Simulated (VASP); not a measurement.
# HfZr3Se8 (P-3m1) in VASP: further runs

The runs below take HfZr3Se8 through single point, with PBE.

Everything below comes from runs of VASP 6.6.1. Logs are shortened: lines on timing, memory, paths and dates and some standing lists are left out, and cuts for length are marked.

## 1. The cell of the first run

Symmetry: P-3m1, No. 164, trigonal system. The conventional cell has a = 7.584 Å, b = 7.584 Å, c = 6.921 Å, α = 90.00°, β = 90.00°, γ = 120.00°. Zr (site symmetry 2/m) has 6 Se at 2.70 to 2.71 Å within 3.6 Å. Hf (site symmetry -3m) has 6 Se at 2.69 Å within 3.5 Å. Se (site symmetry m) has 1 Hf at 2.69 Å and 2 Zr at 2.71 Å within 3.5 Å. Se (site symmetry 3m) has 3 Zr at 2.70 Å within 3.6 Å.

## 2. Single point, PBE

INCAR

```
SYSTEM = HfZr3Se8
PREC = Accurate
ENCUT = 520
EDIFF = 1E-6
ISMEAR = 0
SIGMA = 0.1
LREAL = .False.
LASPH = .True.
NELM = 60
ALGO = Normal
ISIF = 2
LWAVE = .False.
LCHARG = .True.
GGA = PE
LELF = .True.
LVHAR = .True.
NBANDS = 59
```

KPOINTS

```
regular mesh
0
Gamma
  3 3 4
  0 0 0
```

POSCAR

```
HfZr3Se8
1.0
    7.5836549000      0.0000000000      0.0000000000
   -3.7918274000      6.5676378000      0.0000000000
    0.0000000000      0.0000000000      6.9209960000
Zr Hf Se
3 1 8
Direct
    0.0000000000      0.5000000000      0.0000000000
    0.5000000000      0.0000000000      0.0000000000
    0.5000000000      0.5000000000      0.0000000000
    0.0000000000      0.0000000000      0.0000000000
    0.3311560000      0.1655780000      0.7715660000
    0.3333333000      0.6666667000      0.7709960000
    0.8344220000      0.1655780000      0.7715660000
    0.8344220000      0.6688440000      0.7715660000
    0.1655780000      0.3311560000      0.2284340000
    0.1655780000      0.8344220000      0.2284340000
    0.6666667000      0.3333333000      0.2290040000
    0.6688440000      0.8344220000      0.2284340000
```

Potentials or basis: VASP PAW PBE potentials, release 64 (Zr_sv, Hf_pv, Se).

The run is started by

```bash
> cat potpaw_PBE.64/Zr_sv/POTCAR potpaw_PBE.64/Hf_pv/POTCAR potpaw_PBE.64/Se/POTCAR > POTCAR
> mpirun -np 1 vasp_std > vasp.out
```

OUTCAR:

```text
SYSTEM = HfZr3Se8
   PREC = Accurate
   ENCUT = 520
   EDIFF = 1E-6
   ISMEAR = 0
   LREAL = .False.
   LASPH = .True.
   NELM = 60
   ISIF = 2
   GGA = PE

 ion  position               nearest neighbor table
   1  0.000  0.500  0.000-   6 2.70  11 2.70   9 2.71   8 2.71  10 2.71   7 2.71   4 3.79   4 3.79
                             3 3.79   3 3.79   2 3.79   2 3.79
   2  0.500  0.000  0.000-   6 2.70  11 2.70   5 2.71  12 2.71   7 2.71  10 2.71   3 3.79   3 3.79
                             4 3.79   4 3.79   1 3.79   1 3.79
   3  0.500  0.500  0.000-   6 2.70  11 2.70   5 2.71  12 2.71   8 2.71   9 2.71   2 3.79   2 3.79
                             1 3.79   1 3.79   4 3.79   4 3.79
   4  0.000  0.000  0.000-   7 2.69  10 2.69   9 2.69   8 2.69   5 2.69  12 2.69   1 3.79   1 3.79
                             2 3.79   2 3.79   3 3.79   3 3.79
   5  0.331  0.166  0.772-   4 2.69   2 2.71   3 2.71
   6  0.333  0.667  0.771-   2 2.70   1 2.70   3 2.70
   7  0.834  0.166  0.772-   4 2.69   1 2.71   2 2.71
   8  0.834  0.669  0.772-   4 2.69   1 2.71   3 2.71
   9  0.166  0.331  0.228-   4 2.69   1 2.71   3 2.71
  10  0.166  0.834  0.228-   4 2.69   1 2.71   2 2.71
  11  0.667  0.333  0.229-   2 2.70   1 2.70   3 2.70
  12  0.669  0.834  0.228-   4 2.69   2 2.71   3 2.71

  LATTYP: Found a hexagonal cell.
 ALAT       =     7.5836549000
 C/A-ratio  =     0.9126201141

  Lattice vectors:

 A1 = (   7.5836549000,   0.0000000000,   0.0000000000)
 A2 = (  -3.7918274000,   6.5676378000,   0.0000000000)
 A3 = (   0.0000000000,   0.0000000000,   6.9209960000)

Analysis of symmetry for initial positions (statically):
=====================================================================
 Subroutine PRICEL returns:
 Original cell was already a primitive cell.

 Routine SETGRP: Setting up the symmetry group for a
 hexagonal supercell.

 Subroutine GETGRP returns: Found 12 space group operations
 (whereof 12 operations were pure point group operations)
 out of a pool of 24 trial point group operations.

The static configuration has the point symmetry D_3d.

Analysis of symmetry for dynamics (positions and initial velocities):
=====================================================================
 Subroutine PRICEL returns:
 Original cell was already a primitive cell.

 Routine SETGRP: Setting up the symmetry group for a
 hexagonal supercell.

 Subroutine GETGRP returns: Found 12 space group operations
 (whereof 12 operations were pure point group operations)
 out of a pool of 24 trial point group operations.

The dynamic configuration has the point symmetry D_3d.

 Subroutine INISYM returns: Found 12 space group operations
 (whereof 12 operations are pure point group operations),
 and found     1 'primitive' translations

----------------------------------------------------------------------------------------

                                     Primitive cell

  volume of cell :     344.7120

  direct lattice vectors                    reciprocal lattice vectors
     7.583654900  0.000000000  0.000000000     0.131862540  0.076130872  0.000000000
    -3.791827400  6.567637800  0.000000000     0.000000000  0.152261746  0.000000000
     0.000000000  0.000000000  6.920996000     0.000000000  0.000000000  0.144487874

  length of vectors
     7.583654900  7.583654878  6.920996000     0.152261746  0.152261746  0.144487874

  position of ions in fractional coordinates (direct lattice)
     0.000000000  0.500000000  0.000000000
     0.500000000  0.000000000  0.000000000
     0.500000000  0.500000000  0.000000000
     0.000000000  0.000000000  0.000000000
     0.331156000  0.165578000  0.771566000
     0.333333300  0.666666700  0.770996000
     0.834422000  0.165578000  0.771566000
     0.834422000  0.668844000  0.771566000
     0.165578000  0.331156000  0.228434000
     0.165578000  0.834422000  0.228434000
     0.666666700  0.333333300  0.229004000
     0.668844000  0.834422000  0.228434000

  ion indices of the primitive-cell ions
   primitive index   ion index
                 1           1
                 2           2
                 3           3
                 4           4
                 5           5
                 6           6
                 7           7
                 8           8
                 9           9
                10          10
                11          11
                12          12

----------------------------------------------------------------------------------------

 KPOINTS: regular mesh

Automatic generation of k-mesh.
 Grid dimensions read from file:
 generate k-points for:    3    3    4

 Generating k-lattice:

  Cartesian coordinates                     Fractional coordinates (reciprocal lattice)
     0.043954180  0.025376957  0.000000000     0.333333333  0.000000000  0.000000000
     0.000000000  0.050753915  0.000000000     0.000000000  0.333333333  0.000000000
     0.000000000  0.000000000  0.036121969     0.000000000  0.000000000  0.250000000

  Length of vectors
     0.050753915  0.050753915  0.036121969

  Shift w.r.t. Gamma in fractional coordinates (k-lattice)
     0.000000000  0.000000000  0.000000000

 Subroutine IBZKPT returns following result:
 ===========================================

 Found     10 irreducible k-points:

 Following reciprocal coordinates:
            Coordinates               Weight
  0.000000  0.000000  0.000000      1.000000
  0.333333 -0.000000  0.000000      6.000000
  0.333333  0.333333  0.000000      2.000000
  0.000000  0.000000  0.250000      2.000000
  0.333333 -0.000000  0.250000      6.000000
  0.000000  0.333333  0.250000      6.000000
  0.333333  0.333333  0.250000      4.000000
  0.000000  0.000000  0.500000      1.000000
  0.333333 -0.000000  0.500000      6.000000
  0.333333  0.333333  0.500000      2.000000
   k-points           NKPTS =     10   k-points in BZ     NKDIM =     10   number of bands    NBANDS=     59
   number of dos      NEDOS =    301   number of ions     NIONS =     12
   total plane-waves  NPLWV = 169344
   dimension x,y,z NGX =    56 NGY =   56 NGZ =   54
   dimension x,y,z NGXF=   112 NGYF=  112 NGZF=  108
   ions per type =               3   1   8
   NGX,Y,Z   is equivalent  to a cutoff of  12.28, 12.28, 12.97 a.u.
   NGXF,Y,Z  is equivalent  to a cutoff of  24.55, 24.55, 25.94 a.u.
 SYSTEM =  HfZr3Se8
   PREC   = accura    normal or accurate (medium, high low for compatibility)
   ISTART =      0    job   : 0-new  1-cont  2-samecut
   ICHARG =      2    charge: 1-file 2-atom 10-const
   ISPIN  =      1    spin polarized calculation?
   LNONCOLLINEAR =      F non collinear calculations
   LSORBIT =      F    spin-orbit coupling
   LASPH  =      T    aspherical Exc in radial PAW
   ENCUT  =  520.0 eV  38.22 Ry    6.18 a.u.  14.10 14.10 12.87*2*pi/ulx,y,z
   NELM   =     60;   NELMIN=  2; NELMDL= -5     # of ELM steps
   EDIFF  = 0.1E-05   stopping-criterion for ELM
   LREAL  =      F    real-space projection
   EDIFFG = 0.1E-04   stopping-criterion for IOM
   NSW    =      0    number of steps for IOM
   IBRION =     -1    ionic relax: 0-MD 1-quasi-New 2-CG
   NFREE  =      0    steps in history (QN), initial steepest desc. (CG)
   ISIF   =      2    stress and relaxation
   ISYM   =      2    0-nonsym 1-usesym 2-fastsym
   POTIM  = 0.5000    time-step for ionic-motion
   TEBEG  =    0.0;   TEEND  =   0.0 temperature during run
   PSTRESS=    0.0 pullay stress
   NELECT =      94.0000    total number of electrons
   NUPDOWN=      -1.0000    fix difference up-down
   EMIN   =  10.00;   EMAX   =-10.00  energy-range for DOS
   EFERMI =   0.00;   METHOD = LEGACY
   ISMEAR =     0;   SIGMA  =   0.10  broadening in eV -4-tet -1-fermi 0-gaus
   EFERMI_NEDOS =   21; number of points for ismear=-14 and -15
   IALGO  =     38    algorithm
   IMIX   =      4    mixing-type and parameters
     AMIX     =   0.40;   BMIX     =  1.00
     AMIX_MAG =   1.60;   BMIX_MAG =  1.00
  volume/ion in A,a.u.               =      28.73       193.85
  Fermi-wavevector in a.u.,A,eV,Ry     =   1.061611  2.006154 15.334004  1.127018
  Thomas-Fermi vector in A             =   2.197033
   LORBIT       =      0    0 simple, 1 ext, 2 COOP (PROOUT), +10 PAW based schemes
   GGA     = PE    functional components
   LHFCALC =     F    Hartree Fock is set to
   AEXX    =    0.0000 exact exchange contribution
   IVDW    =     0    specifies the selected vdW correction
   LEPSILON=     F    determine dielectric tensor
   LRPA    =     F    only Hartree local field effects (RPA)
 non-spin polarized calculation
 Gauss-broadening in eV      SIGMA  =   0.10
  energy-cutoff  :      520.00
  volume of cell :      344.71
 maximum number of plane-waves:      9338
   NGX = 29   NGY = 29   NGZ = 25

 number of electron      94.0000001 magnetization

 Free energy of the ion-electron system (eV)
  ---------------------------------------------------
  ext. energy  EPLUGINS =         0.00000000
  ---------------------------------------------------
  free energy    TOTEN  =       -79.71299986 eV

  energy without entropy =      -79.71285218  energy(sigma->0) =      -79.71292602

 E-fermi :   3.1106     XC(G=0):  -8.8011

 val. band max:        2.9018366310   @ k =   0.0000   0.0000   0.0000
 cond. band min:       3.2995729257   @ k =   0.0000   0.0000   0.5000
 fundamental gap:      0.3977362947
 Fermi energy:         3.1106496349

 k-point     1 :       0.0000    0.0000    0.0000
  band No.  band energies     occupation
      1     -46.6149      2.00000
      2     -46.6060      2.00000
      3     -46.6060      2.00000
      4     -28.3628      2.00000
      5     -28.3628      2.00000
      6     -28.3586      2.00000
[... 609 lines left out ...]
     58       5.8614      0.00000
     59       5.9675      0.00000

------------------------ aborting loop because EDIFF is reached ----------------------------------------

  FORCE on cell =-STRESS in cart. coord.  units (eV):
  Direction    XX          YY          ZZ          XY          YZ          ZX
  --------------------------------------------------------------------------------------
  -------------------------------------------------------------------------------------
  Total        0.3741025      0.3741025     -0.2471056      0.0000000      0.0000000      0.0000000
  in kB        1.7387807      1.7387807     -1.1485155      0.0000000      0.0000000      0.0000000
  external PRESSURE =       0.7763486 kB  Pullay stress =       0.0000000 kB

 VOLUME and BASIS-vectors are now :
 -----------------------------------------------------------------------------
  energy-cutoff  :      520.00
  volume of cell :      344.71
      direct lattice vectors                 reciprocal lattice vectors
     7.583654900  0.000000000  0.000000000     0.131862540  0.076130872  0.000000000
    -3.791827400  6.567637800  0.000000000     0.000000000  0.152261746  0.000000000
     0.000000000  0.000000000  6.920996000     0.000000000  0.000000000  0.144487874

 POSITION                                       TOTAL-FORCE (eV/Angst)
 -----------------------------------------------------------------------------------
     -1.89591      3.28382      0.00000         0.000000      0.000000      0.000000
      3.79183      0.00000      0.00000         0.000000      0.000000      0.000000
      1.89591      3.28382      0.00000         0.000000      0.000000      0.000000
      0.00000      0.00000      0.00000         0.000000      0.000000      0.000000
      1.88353      1.08746      5.34001        -0.023577     -0.013612      0.023442
     -0.00000      4.37843      5.33606         0.000000      0.000000      0.003768
      5.70013      1.08746      5.34001         0.023577     -0.013612      0.023442
      3.79183      4.39273      5.34001         0.000000      0.027224      0.023442
      0.00000      2.17491      1.58099        -0.000000     -0.027224     -0.023442
     -1.90830      5.48018      1.58099        -0.023577      0.013612     -0.023442
      3.79183      2.18921      1.58494         0.000000      0.000000     -0.003768
      1.90830      5.48018      1.58099         0.023577      0.013612     -0.023442
 -----------------------------------------------------------------------------------
    total drift:                               -0.000000      0.000000      0.000000

  FREE ENERGIE OF THE ION-ELECTRON SYSTEM (eV)
  ---------------------------------------------------
  free  energy   TOTEN  =       -79.7129998620 eV

  energy  without entropy=      -79.7128521752  energy(sigma->0) =      -79.71292602
```

It took 4.7 min on 1 thread of AMD EPYC 7R43 (Zen 3), shared host; peak memory 0.45 GiB.

What came out:

```
Free energy            : -79.7130 eV
Pressure               : 0.1 GPa
Largest force          : 0.036 eV/Å
Band gap on the k mesh : 0.40 eV (least direct gap 0.44 eV)
```

Forces in eV/Å, atoms in the order of the input:
```
Zr   0.000  0.000  0.000
Zr   0.000  0.000  0.000
Zr   0.000  0.000  0.000
Hf   0.000  0.000  0.000
Se  -0.024 -0.014  0.023
Se   0.000  0.000  0.004
Se   0.024 -0.014  0.023
Se   0.000  0.027  0.023
Se   0.000 -0.027 -0.023
Se  -0.024  0.014 -0.023
Se   0.000  0.000 -0.004
Se   0.024  0.014 -0.023
```

Stress tensor (GPa, compression positive):
```
 0.17  0.00  0.00
 0.00  0.17  0.00
 0.00  0.00 -0.11
```

Caveat: spin-orbit coupling is left out, which moves the levels of the heavy elements; an odd mesh through Γ misses points on the zone boundary, where band edges can lie; this functional lacks dispersion, which binds the layers, so the pressure and a relaxed spacing across them are unreliable.

## 3. Single point, PBE

INCAR

```
SYSTEM = HfZr3Se8
PREC = Accurate
ENCUT = 520
EDIFF = 1E-6
ISMEAR = 0
SIGMA = 0.02
LREAL = .False.
LASPH = .True.
NELM = 80
ALGO = Normal
ISIF = 2
LWAVE = .False.
LCHARG = .False.
GGA = PE
NBANDS = 59
```

KPOINTS

```
Automatic mesh
0
Gamma
  6 6 6
  0 0 0
```

POSCAR

```
HfZr3Se8
1.0
    7.5836549018     -0.0000000289      0.0000000000
   -3.7918274259      6.5676378129      0.0000000000
    0.0000000000      0.0000000000      6.9209960000
Zr Hf Se
3 1 8
Direct
    0.0000000000      0.5000000000      0.0000000000
    0.5000000000      0.0000000000      0.0000000000
    0.5000000000      0.5000000000      0.0000000000
    0.0000000000      0.0000000000      0.0000000000
    0.3311560000      0.1655780000      0.7715660000
    0.3333333333      0.6666666667      0.7709960000
    0.8344220000      0.1655780000      0.7715660000
    0.8344220000      0.6688440000      0.7715660000
    0.1655780000      0.3311560000      0.2284340000
    0.1655780000      0.8344220000      0.2284340000
    0.6666666667      0.3333333333      0.2290040000
    0.6688440000      0.8344220000      0.2284340000
```

Potentials or basis: VASP PAW PBE potentials, release 64 (Zr_sv, Hf_pv, Se).

The run is started by

```bash
> cat potpaw_PBE.64/Zr_sv/POTCAR potpaw_PBE.64/Hf_pv/POTCAR potpaw_PBE.64/Se/POTCAR > POTCAR
> mpirun -np 1 vasp_std > vasp.out
```

Wall time 24 min (1 thread of Oxide Virtual Turin-like, shared host); peak memory 0.75 GiB.

Results (log left out):

| Item | Value |
| --- | --- |
| Free energy | -79.7902 eV |
| Pressure | 0.0 GPa |
| Largest force | 0.029 eV/Å |
| Band gap on the k mesh | 0.41 eV (least direct gap 0.45 eV) |

Forces on the atoms (eV/Å):
```
Zr   0.000  0.000  0.000
Zr   0.000  0.000  0.000
Zr   0.000  0.000  0.000
Hf   0.000  0.000  0.000
Se  -0.024 -0.014  0.009
Se   0.000  0.000 -0.012
Se   0.024 -0.014  0.009
Se   0.000  0.028  0.009
Se   0.000 -0.028 -0.009
Se  -0.024  0.014 -0.009
Se   0.000  0.000  0.012
Se   0.024  0.014 -0.009
```

Levels at points of the mesh, in eV from the valence-band top:
| k point | band 43 | band 44 | band 45 | band 46 | band 47 | band 48 | band 49 | band 50 | band 51 | band 52 |
| --- | --- | --- | --- | --- | --- | --- | --- | --- | --- | --- |
| (0.00, 0.00, 0.00) | -1.15 | -1.11 | -0.54 | 0.00 | 0.00 | 0.53 | 0.58 | 0.58 | 1.20 | 1.20 |
| (0.50, 0.00, 0.00) | -1.43 | -0.99 | -0.96 | -0.68 | -0.66 | 0.85 | 0.95 | 1.63 | 1.78 | 2.17 |
| (0.00, 0.00, 0.50) | -1.06 | -1.06 | -1.02 | -0.04 | -0.04 | 0.41 | 0.44 | 0.44 | 1.19 | 1.19 |
| (0.50, 0.00, 0.50) | -1.48 | -0.98 | -0.98 | -0.95 | -0.94 | 0.82 | 0.92 | 1.64 | 1.80 | 1.92 |

Caveat: spin-orbit coupling is left out, which moves the levels of the heavy elements; this functional lacks dispersion, which binds the layers, so the pressure and a relaxed spacing across them are unreliable.
